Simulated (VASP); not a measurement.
# Sr (P1) in VASP: further runs, part 2 of 2

VASP 6.6.1.

### 3 Single point, PBE

INCAR

```
PREC     = Accurate       # precision mode
ENCUT    = 520            # plane-wave cutoff, eV
EDIFF    = 1E-6           # SCF threshold, eV
ISMEAR   = -1             # smearing method
SIGMA    = 0.08           # smearing width, eV
LREAL    = False          # projectors in reciprocal space
LASPH    = True           # aspherical terms in the spheres
NELM     = 80             # most SCF steps
ALGO     = Normal         # electronic algorithm
ISIF     = 2              # what is computed and relaxed
LWAVE    = False          # write WAVECAR
LCHARG   = False          # write CHGCAR
GGA      = PE             # functional
NBANDS   = 28             # bands
```

KPOINTS

```
Automatic mesh
0
Gamma
  3 5 3
```

POSCAR

```
Sr
1.0
    8.6200000000      0.0000000000      0.0000000000
   -2.1550000000      3.7325694903      0.0000000000
    0.0000000000      0.0000000000      7.0500000000
Sr
4
Direct
    0.1698423109      0.6654193596      0.2483228369
    0.6655190675      0.6447403072      0.2270163121
    0.3474820049      0.3791326601      0.7672112057
    0.8171566179      0.3107076782      0.7574497872
```

Potentials or basis: VASP PAW PBE potentials, release 64 (Sr_sv).

Run with:

```
cat potpaw_PBE.64/Sr_sv/POTCAR > POTCAR
mpirun -np 1 vasp_std > vasp.out
```

OUTCAR:

```text
PREC = Accurate
   ENCUT = 520
   EDIFF = 1E-6
   ISMEAR = -1
   LREAL = False
   LASPH = True
   NELM = 80
   ISIF = 2
   GGA = PE

 ion  position               nearest neighbor table
   1  0.170  0.665  0.248-   3 4.15   2 4.25   2 4.31   3 4.31   2 4.32   4 4.35   3 4.37   2 4.38
                             4 4.45   3 4.53
   2  0.666  0.645  0.227-   3 4.02   4 4.08   4 4.14   1 4.25   1 4.31   1 4.32   1 4.38   4 4.43
                             4 4.49   3 4.49
   3  0.347  0.379  0.767-   2 4.02   4 4.03   1 4.15   4 4.20   1 4.31   1 4.37   4 4.43   2 4.49
                             1 4.53   4 4.59
   4  0.817  0.311  0.757-   3 4.03   2 4.08   2 4.14   3 4.20   1 4.35   3 4.43   2 4.43   1 4.45
                             2 4.49   3 4.59

  Warning from LATTYP: Monoclinic adjustment (A1->A3, A2->A1, A3->A2)!
  LATTYP: Found a simple orthorhombic cell.
 ALAT       =     4.3100000000
 B/A-ratio  =     1.6357308585
 C/A-ratio  =     1.7320508076

  Lattice vectors:

 A1 = (  -2.1550000000,   3.7325694903,   0.0000000000)
 A2 = (   0.0000000000,   0.0000000000,   7.0500000000)
 A3 = (   6.4650000000,   3.7325694903,   0.0000000000)

Analysis of symmetry for initial positions (statically):
=====================================================================
 Subroutine PRICEL returns:
 Original cell was already a primitive cell.

 Routine SETGRP: Setting up the symmetry group for a
 simple orthorhombic supercell.

 Subroutine GETGRP returns: Found  1 space group operations
 (whereof  1 operations were pure point group operations)
 out of a pool of  8 trial point group operations.

The static configuration has the point symmetry C_1 .

Analysis of symmetry for dynamics (positions and initial velocities):
=====================================================================
 Subroutine PRICEL returns:
 Original cell was already a primitive cell.

[... 146 lines left out ...]
   ISMEAR =    -1;   SIGMA  =   0.08  broadening in eV -4-tet -1-fermi 0-gaus
   EFERMI_NEDOS =   21; number of points for ismear=-14 and -15
   IALGO  =     38    algorithm
   IMIX   =      4    mixing-type and parameters
     AMIX     =   0.40;   BMIX     =  1.00
     AMIX_MAG =   1.60;   BMIX_MAG =  1.00
  volume/ion in A,a.u.               =      56.71       382.68
  Fermi-wavevector in a.u.,A,eV,Ry     =   0.918037  1.734838 11.466874  0.842791
  Thomas-Fermi vector in A             =   2.043073
   LORBIT       =      0    0 simple, 1 ext, 2 COOP (PROOUT), +10 PAW based schemes
   GGA     = PE    functional components
   LHFCALC =     F    Hartree Fock is set to
   AEXX    =    0.0000 exact exchange contribution
   IVDW    =     0    specifies the selected vdW correction
   LEPSILON=     F    determine dielectric tensor
   LRPA    =     F    only Hartree local field effects (RPA)
 non-spin polarized calculation
  energy-cutoff  :      520.00
  volume of cell :      226.83
 maximum number of plane-waves:      6133
   NGX = 33   NGY = 17   NGZ = 27

 number of electron      40.0000000 magnetization

 Free energy of the ion-electron system (eV)
  ---------------------------------------------------
  ext. energy  EPLUGINS =         0.00000000
  ---------------------------------------------------
  free energy    TOTEN  =        -6.48163662 eV

  energy without entropy =       -6.34644105  energy(sigma->0) =       -6.41403883

 E-fermi :   1.4778     XC(G=0):  -7.2501

 val. band max:        1.4694189700   @ k =   0.0000   0.2000   0.0000
 cond. band min:       1.4868991022   @ k =   0.3333   0.2000   0.0000
 fundamental gap:      0.0174801322
 Fermi energy:         1.4778438037

 k-point     1 :       0.0000    0.0000    0.0000
  band No.  band energies     occupation
      1     -35.2368      2.00000
      2     -35.1835      2.00000
      3     -35.1595      2.00000
      4     -35.1217      2.00000
      5     -17.2698      2.00000
      6     -17.2558      2.00000
[... 702 lines left out ...]
     27       3.1159      0.00000
     28       3.1950      0.00000

------------------------ aborting loop because EDIFF is reached ----------------------------------------

  FORCE on cell =-STRESS in cart. coord.  units (eV):
  Direction    XX          YY          ZZ          XY          YZ          ZX
  --------------------------------------------------------------------------------------
  -------------------------------------------------------------------------------------
  Total       -0.0392901     -0.4012219     -0.1360339     -0.1462435      0.0045350     -0.0020642
  in kB       -0.2775167     -2.8339415     -0.9608451     -1.0329586      0.0320317     -0.0145802
  external PRESSURE =      -1.3574344 kB  Pullay stress =       0.0000000 kB

 VOLUME and BASIS-vectors are now :
 -----------------------------------------------------------------------------
  energy-cutoff  :      520.00
  volume of cell :      226.83
      direct lattice vectors                 reciprocal lattice vectors
     8.620000000  0.000000000  0.000000000     0.116009281  0.066977989  0.000000000
    -2.155000000  3.732569490  0.000000000     0.000000000  0.267911958  0.000000000
     0.000000000  0.000000000  7.050000000     0.000000000  0.000000000  0.141843972

 POSITION                                       TOTAL-FORCE (eV/Angst)
 -----------------------------------------------------------------------------------
      0.03006      2.48372      1.75068        -0.036360      0.020316      0.116651
      4.34736      2.40654      1.60047         0.006863      0.036690      0.349361
      2.17826      1.41514      5.40884        -0.203198     -0.246393     -0.230812
      6.37431      1.15974      5.34002         0.232695      0.189386     -0.235199
 -----------------------------------------------------------------------------------
    total drift:                                0.000022     -0.000001      0.000017

  FREE ENERGIE OF THE ION-ELECTRON SYSTEM (eV)
  ---------------------------------------------------
  free  energy   TOTEN  =        -6.4816366154 eV

  energy  without entropy=       -6.3464410508  energy(sigma->0) =       -6.41403883
```

stdout:

```text
POSCAR found type information on POSCAR Sr
 POSCAR found :  1 types and       4 ions
 scaLAPACK will be used
 LDA part: xc-table for (Slater+PW92), standard interpolation
 -----------------------------------------------------------------------------
|                                                                             |
|           W    W    AA    RRRRR   N    N  II  N    N   GGGG   !!!           |
|           W    W   A  A   R    R  NN   N  II  NN   N  G    G  !!!           |
|           W    W  A    A  R    R  N N  N  II  N N  N  G       !!!           |
|           W WW W  AAAAAA  RRRRR   N  N N  II  N  N N  G  GGG   !            |
|           WW  WW  A    A  R   R   N   NN  II  N   NN  G    G                |
|           W    W  A    A  R    R  N    N  II  N    N   GGGG   !!!           |
|                                                                             |
|     Your reciprocal lattice and k-lattice belong to different lattice       |
|     classes:                                                                |
|                                                                             |
|        The reciprocal lattice is simple orthorhombic,                       |
|        whereas your k-lattice is simple monoclinic.                         |
|                                                                             |
|     Results are often still useful ...                                      |
|                                                                             |
 -----------------------------------------------------------------------------

 POSCAR, INCAR and KPOINTS ok, starting setup
 FFT: planning ... GRIDC
 FFT: planning ... GRID_SOFT
 FFT: planning ... GRID
 WAVECAR not read
 entering main loop
```

Run time: 2 min. Hardware: 1 thread of Intel Xeon 8259CL, shared host; peak memory 0.37 GiB.

What came out:

* Free energy: -6.4816 eV
* Pressure: -0.1 GPa
* Largest force: 0.394 eV/Å
* Band gap on the k mesh: zero (bands 20 and 21 overlap by 0.04 eV)

Forces on the atoms (eV/Å):
```
Sr  -0.036  0.020  0.117
Sr   0.007  0.037  0.349
Sr  -0.203 -0.246 -0.231
Sr   0.233  0.189 -0.235
```

Stress tensor (GPa, compression positive):
```
-0.03 -0.10  0.00
-0.10 -0.28  0.00
 0.00  0.00 -0.10
```

Levels at points of the mesh, in eV from the Fermi level:
| k point | band 18 | band 19 | band 20 | band 21 | band 22 | band 23 |
| --- | --- | --- | --- | --- | --- | --- |
| (0.00, 0.00, 0.00) | -1.14 | -1.08 | -0.54 | 0.02 | 0.11 | 0.26 |
